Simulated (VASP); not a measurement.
# CdSiP2 (I-42d) in VASP: single point with PBE

Aim: the single point of CdSiP2 with PBE.

Program: VASP 6.6.1. These are calculated values, not measurements. Logs are shortened: lines on timing, memory, paths and dates and some standing lists are left out, and cuts for length are marked.

## 1. The cell of the first run

It takes space group I-42d (No. 122, tetragonal). Conventional cell: a = 5.687 Å, b = 5.687 Å, c = 10.497 Å, α = 90.00°, β = 90.00°, γ = 90.00°. Within 3.4 Å of Cd (site symmetry -4) lie 4 P at 2.57 Å. Within 3.0 Å of Si (site symmetry -4) lie 4 P at 2.25 Å. Within 3.0 Å of P (site symmetry 2) lie 2 Si at 2.25 Å and 2 Cd at 2.57 Å.

## 2. Single point, PBE

The input, INCAR:

```
ALGO = Normal
EDIFF = 1E-6
ENCUT = 500
GGA = PE
GGA_COMPAT = F
ISIF = 2
ISMEAR = 0
LASPH = T
LCHARG = F
LREAL = F
LWAVE = F
NBANDS = 36
NELM = 120
PREC = Accurate
SIGMA = 0.01
```

The input, KPOINTS:

```
k-points
0
Gamma
  6 6 6
```

The input, POSCAR:

```
CdSiP2
1.0
   -2.8436140000      2.8436140000      5.2485580000
    2.8436140000     -2.8436140000      5.2485580000
    2.8436140000      2.8436140000     -5.2485580000
Cd Si P
2 2 4
Direct
    0.7500000000      0.2500000000      0.5000000000
    0.0000000000      0.0000000000      0.0000000000
    0.5000000000      0.5000000000      0.0000000000
    0.2500000000      0.7500000000      0.5000000000
    0.8750000000      0.8281280000      0.4531280000
    0.1718720000      0.6250000000      0.0468720000
    0.3750000000      0.4218720000      0.5468720000
    0.5781280000      0.1250000000      0.9531280000
```

Potentials or basis: VASP PAW PBE potentials, release 64 (Cd, Si, P).

Started as:

```sh
cat potpaw_PBE.64/Cd/POTCAR potpaw_PBE.64/Si/POTCAR potpaw_PBE.64/P/POTCAR > POTCAR
mpirun -np 1 vasp_std > vasp.out
```

OUTCAR:

```text
EDIFF = 1E-6
   ENCUT = 500
   GGA = PE
   ISIF = 2
   ISMEAR = 0
   LASPH = T
   LREAL = F
   NELM = 120
   PREC = Accurate

 ion  position               nearest neighbor table
   1  0.750  0.250  0.500-   6 2.57   5 2.57   7 2.57   8 2.57
   2  0.000  0.000  0.000-   7 2.57   6 2.57   8 2.57   5 2.57
   3  0.500  0.500  0.000-   7 2.25   6 2.25   5 2.25   8 2.25
   4  0.250  0.750  0.500-   6 2.25   5 2.25   7 2.25   8 2.25
   5  0.875  0.828  0.453-   3 2.25   4 2.25   2 2.57   1 2.57
   6  0.172  0.625  0.047-   4 2.25   3 2.25   2 2.57   1 2.57
   7  0.375  0.422  0.547-   3 2.25   4 2.25   1 2.57   2 2.57
   8  0.578  0.125  0.953-   3 2.25   4 2.25   1 2.57   2 2.57

  LATTYP: Found a body centered tetragonal cell.
 ALAT       =     5.6872280000
 C/A-ratio  =     1.8457350400

  Lattice vectors:

 A1 = (  -2.8436140000,   2.8436140000,   5.2485580000)
 A2 = (   2.8436140000,  -2.8436140000,   5.2485580000)
 A3 = (   2.8436140000,   2.8436140000,  -5.2485580000)

Analysis of symmetry for initial positions (statically):
=====================================================================
 Subroutine PRICEL returns:
 Original cell was already a primitive cell.

 Routine SETGRP: Setting up the symmetry group for a
 body centered tetragonal supercell.

 Subroutine GETGRP returns: Found  8 space group operations
 (whereof  4 operations were pure point group operations)
 out of a pool of 16 trial point group operations.

The static configuration has the point symmetry S_4 .
 The point group associated with its full space group is D_2d.

Analysis of symmetry for dynamics (positions and initial velocities):
=====================================================================
 Subroutine PRICEL returns:
 Original cell was already a primitive cell.

 Routine SETGRP: Setting up the symmetry group for a
 body centered tetragonal supercell.

 Subroutine GETGRP returns: Found  8 space group operations
 (whereof  4 operations were pure point group operations)
 out of a pool of 16 trial point group operations.

The dynamic configuration has the point symmetry S_4 .
 The point group associated with its full space group is D_2d.

 Subroutine INISYM returns: Found  8 space group operations
 (whereof  4 operations are pure point group operations),
 and found     1 'primitive' translations

----------------------------------------------------------------------------------------

                                     Primitive cell

  volume of cell :     169.7623

  direct lattice vectors                    reciprocal lattice vectors
    -2.843614000  2.843614000  5.248558000     0.000000000  0.175832585  0.095264261
     2.843614000 -2.843614000  5.248558000     0.175832585  0.000000000  0.095264261
     2.843614000  2.843614000 -5.248558000     0.175832585  0.175832585  0.000000000

  length of vectors
     6.612083049  6.612083049  6.612083049     0.199980942  0.199980942  0.248664826

  position of ions in fractional coordinates (direct lattice)
     0.750000000  0.250000000  0.500000000
     0.000000000  0.000000000  0.000000000
     0.500000000  0.500000000  0.000000000
     0.250000000  0.750000000  0.500000000
     0.875000000  0.828128000  0.453128000
     0.171872000  0.625000000  0.046872000
     0.375000000  0.421872000  0.546872000
     0.578128000  0.125000000  0.953128000

  ion indices of the primitive-cell ions
   primitive index   ion index
                 1           1
                 2           2
                 3           3
                 4           4
                 5           5
                 6           6
                 7           7
                 8           8

----------------------------------------------------------------------------------------

 KPOINTS: k-points

Automatic generation of k-mesh.
 Grid dimensions read from file:
 generate k-points for:    6    6    6

 Generating k-lattice:

  Cartesian coordinates                     Fractional coordinates (reciprocal lattice)
     0.000000000  0.029305431  0.015877377     0.166666667 -0.000000000  0.000000000
     0.029305431  0.000000000  0.015877377    -0.000000000  0.166666667  0.000000000
     0.029305431  0.029305431  0.000000000     0.000000000  0.000000000  0.166666667

  Length of vectors
     0.033330157  0.033330157  0.041444138

  Shift w.r.t. Gamma in fractional coordinates (k-lattice)
     0.000000000  0.000000000  0.000000000

 Subroutine IBZKPT returns following result:
 ===========================================

 Found     30 irreducible k-points:

 Following reciprocal coordinates:
            Coordinates               Weight
  0.000000  0.000000  0.000000      1.000000
  0.166667  0.000000 -0.000000      8.000000
  0.333333  0.000000  0.000000      8.000000
  0.500000  0.000000  0.000000      4.000000
  0.166667  0.166667 -0.000000      8.000000
  0.333333  0.166667 -0.000000     16.000000
[... 16 lines left out ...]
 -0.333333 -0.333333  0.166667      8.000000
 -0.166667 -0.333333  0.166667      8.000000
 [... further k-points ...]
   k-points           NKPTS =     30   k-points in BZ     NKDIM =     30   number of bands    NBANDS=     36
   number of dos      NEDOS =    301   number of ions     NIONS =      8
   total plane-waves  NPLWV = 110592
   dimension x,y,z NGX =    48 NGY =   48 NGZ =   48
   dimension x,y,z NGXF=    96 NGYF=   96 NGZF=   96
   ions per type =               2   2   4
   NGX,Y,Z   is equivalent  to a cutoff of  12.07, 12.07, 12.07 a.u.
   NGXF,Y,Z  is equivalent  to a cutoff of  24.14, 24.14, 24.14 a.u.
 SYSTEM =  unknown system
   PREC   = accura    normal or accurate (medium, high low for compatibility)
   ISTART =      0    job   : 0-new  1-cont  2-samecut
   ICHARG =      2    charge: 1-file 2-atom 10-const
   ISPIN  =      1    spin polarized calculation?
   LNONCOLLINEAR =      F non collinear calculations
   LSORBIT =      F    spin-orbit coupling
   LASPH  =      T    aspherical Exc in radial PAW
   ENCUT  =  500.0 eV  36.75 Ry    6.06 a.u.  12.06 12.06 12.06*2*pi/ulx,y,z
   NELM   =    120;   NELMIN=  2; NELMDL= -5     # of ELM steps
   EDIFF  = 0.1E-05   stopping-criterion for ELM
   LREAL  =      F    real-space projection
   EDIFFG = 0.1E-04   stopping-criterion for IOM
   NSW    =      0    number of steps for IOM
   IBRION =     -1    ionic relax: 0-MD 1-quasi-New 2-CG
   NFREE  =      0    steps in history (QN), initial steepest desc. (CG)
   ISIF   =      2    stress and relaxation
   ISYM   =      2    0-nonsym 1-usesym 2-fastsym
   POTIM  = 0.5000    time-step for ionic-motion
   TEBEG  =    0.0;   TEEND  =   0.0 temperature during run
   PSTRESS=    0.0 pullay stress
   NELECT =      52.0000    total number of electrons
   NUPDOWN=      -1.0000    fix difference up-down
   EMIN   =  10.00;   EMAX   =-10.00  energy-range for DOS
   EFERMI =   0.00;   METHOD = LEGACY
   ISMEAR =     0;   SIGMA  =   0.01  broadening in eV -4-tet -1-fermi 0-gaus
   EFERMI_NEDOS =   21; number of points for ismear=-14 and -15
   IALGO  =     38    algorithm
   IMIX   =      4    mixing-type and parameters
     AMIX     =   0.40;   BMIX     =  1.00
     AMIX_MAG =   1.60;   BMIX_MAG =  1.00
  volume/ion in A,a.u.               =      21.22       143.20
  Fermi-wavevector in a.u.,A,eV,Ry     =   1.103559  2.085424 16.569750  1.217842
  Thomas-Fermi vector in A             =   2.240019
   LORBIT       =      0    0 simple, 1 ext, 2 COOP (PROOUT), +10 PAW based schemes
   GGA     = PE    functional components
   LHFCALC =     F    Hartree Fock is set to
   AEXX    =    0.0000 exact exchange contribution
   IVDW    =     0    specifies the selected vdW correction
   LEPSILON=     F    determine dielectric tensor
   LRPA    =     F    only Hartree local field effects (RPA)
 non-spin polarized calculation
 Gauss-broadening in eV      SIGMA  =   0.01
  energy-cutoff  :      500.00
  volume of cell :      169.76
 maximum number of plane-waves:      4352
   NGX = 25   NGY = 25   NGZ = 25

 number of electron      51.9999997 magnetization

 Free energy of the ion-electron system (eV)
  ---------------------------------------------------
  ext. energy  EPLUGINS =         0.00000000
  ---------------------------------------------------
  free energy    TOTEN  =       -35.56673704 eV

  energy without entropy =      -35.56673704  energy(sigma->0) =      -35.56673704

 E-fermi :   4.0342     XC(G=0):  -9.6168

 val. band max:        3.9919253807   @ k =   0.0000   0.0000   0.0000
 cond. band min:       5.3801638340   @ k =   0.0000   0.0000   0.0000
 fundamental gap:      1.3882384534
 Fermi energy:         4.0342268615

 k-point     1 :       0.0000    0.0000    0.0000
  band No.  band energies     occupation
      1      -8.6777      2.00000
      2      -6.1718      2.00000
      3      -6.1554      2.00000
      4      -6.1554      2.00000
      5      -4.7254      2.00000
      6      -4.1276      2.00000
[... 28 lines left out ...]
     35       9.0362      0.00000
     36       9.8754      0.00000

 k-point     2 :       0.1667    0.0000   -0.0000
  band No.  band energies     occupation
      1      -8.5775      2.00000
      2      -6.4151      2.00000
      3      -6.1987      2.00000
      4      -6.1817      2.00000
      5      -4.5787      2.00000
      6      -4.1351      2.00000
[... 28 lines left out ...]
     35       9.1975      0.00000
     36       9.6842      0.00000

 k-point     3 :       0.3333    0.0000    0.0000
  band No.  band energies     occupation
      1      -8.3129      2.00000
      2      -6.9012      2.00000
      3      -6.2726      2.00000
      4      -6.2235      2.00000
      5      -4.3911      2.00000
      6      -4.1956      2.00000
[... 28 lines left out ...]
     35       9.1679      0.00000
     36       9.9718      0.00000

 k-point     4 :       0.5000    0.0000    0.0000
  band No.  band energies     occupation
      1      -8.1034      2.00000
      2      -7.1998      2.00000
      3      -6.3071      2.00000
      4      -6.2453      2.00000
      5      -4.3153      2.00000
      6      -4.2300      2.00000
[... 28 lines left out ...]
     35       9.2110      0.00000
     36       9.3587      0.00000

 k-point     5 :       0.1667    0.1667   -0.0000
  band No.  band energies     occupation
      1      -8.4337      2.00000
      2      -6.7072      2.00000
      3      -6.2401      2.00000
      4      -6.2101      2.00000
      5      -4.4546      2.00000
      6      -4.1637      2.00000
[... 655 lines left out ...]
 k-point    22 :      -0.1667    0.5000    0.1667
  band No.  band energies     occupation
      1      -8.0929      2.00000
      2      -7.2391      2.00000
      3      -6.3606      2.00000
      4      -6.1936      2.00000
      5      -4.3549      2.00000
      6      -4.2356      2.00000
[... 28 lines left out ...]
     35       9.1373      0.00000
     36       9.2825      0.00000

 k-point    23 :      -0.3333   -0.3333    0.1667
  band No.  band energies     occupation
      1      -8.1575      2.00000
      2      -7.2051      2.00000
      3      -6.2533      2.00000
      4      -6.2374      2.00000
      5      -4.3714      2.00000
      6      -4.1933      2.00000
[... 28 lines left out ...]
     35       9.1197      0.00000
     36       9.8736      0.00000

 k-point    24 :      -0.1667   -0.3333    0.1667
  band No.  band energies     occupation
      1      -8.3814      2.00000
      2      -6.8917      2.00000
      3      -6.2275      2.00000
      4      -6.1760      2.00000
      5      -4.4479      2.00000
      6      -4.1464      2.00000
[... 28 lines left out ...]
     35       8.7449      0.00000
     36       9.5455      0.00000

 [... further k-points ...]

------------------------ aborting loop because EDIFF is reached ----------------------------------------

  FORCE on cell =-STRESS in cart. coord.  units (eV):
  Direction    XX          YY          ZZ          XY          YZ          ZX
  --------------------------------------------------------------------------------------
  -------------------------------------------------------------------------------------
  Total        1.9128310      1.9128310      1.8247765      0.0000000      0.0000000      0.0000000
  in kB       18.0528552     18.0528552     17.2218174      0.0000000      0.0000000      0.0000000
  external PRESSURE =      17.7758426 kB  Pullay stress =       0.0000000 kB

 VOLUME and BASIS-vectors are now :
 -----------------------------------------------------------------------------
  energy-cutoff  :      500.00
  volume of cell :      169.76
      direct lattice vectors                 reciprocal lattice vectors
    -2.843614000  2.843614000  5.248558000     0.000000000  0.175832585  0.095264261
     2.843614000 -2.843614000  5.248558000     0.175832585  0.000000000  0.095264261
     2.843614000  2.843614000 -5.248558000     0.175832585  0.175832585  0.000000000

 POSITION                                       TOTAL-FORCE (eV/Angst)
 -----------------------------------------------------------------------------------
      0.00000      2.84361      2.62428        -0.000000     -0.000000      0.000000
      0.00000      0.00000      0.00000        -0.000000     -0.000000      0.000000
      0.00000      0.00000      5.24856        -0.000000      0.000000     -0.000000
      2.84361      0.00000      2.62428         0.000000     -0.000000      0.000000
      1.15524      1.42181      6.56070         0.070942      0.000000     -0.000000
      1.42181     -1.15524      3.93642        -0.000000     -0.070942     -0.000000
      1.68838      1.42181      1.31214        -0.070942     -0.000000     -0.000000
      1.42181      3.99885     -1.31214         0.000000      0.070942     -0.000000
 -----------------------------------------------------------------------------------
    total drift:                               -0.000001     -0.000001     -0.000001

  FREE ENERGIE OF THE ION-ELECTRON SYSTEM (eV)
  ---------------------------------------------------
  free  energy   TOTEN  =       -35.5667370408 eV

  energy  without entropy=      -35.5667370408  energy(sigma->0) =      -35.56673704
```

Run time: 2.5 min. Hardware: 1 thread of AMD EPYC 7R13 (Zen 3), shared host; peak memory 0.38 GiB.

What came out:

```yaml
Free_energy: -35.5667 eV
Pressure: 1.8 GPa
Largest_force: 0.071 eV/Å
Band_gap_on_the_k_mesh: 1.39 eV
```

Forces in eV/Å, atoms in the order of the input:
```
Cd   0.000  0.000  0.000
Cd   0.000  0.000  0.000
Si   0.000  0.000  0.000
Si   0.000  0.000  0.000
P    0.071  0.000  0.000
P    0.000 -0.071  0.000
P   -0.071  0.000  0.000
P    0.000  0.071  0.000
```

A k mesh can miss the band edges.
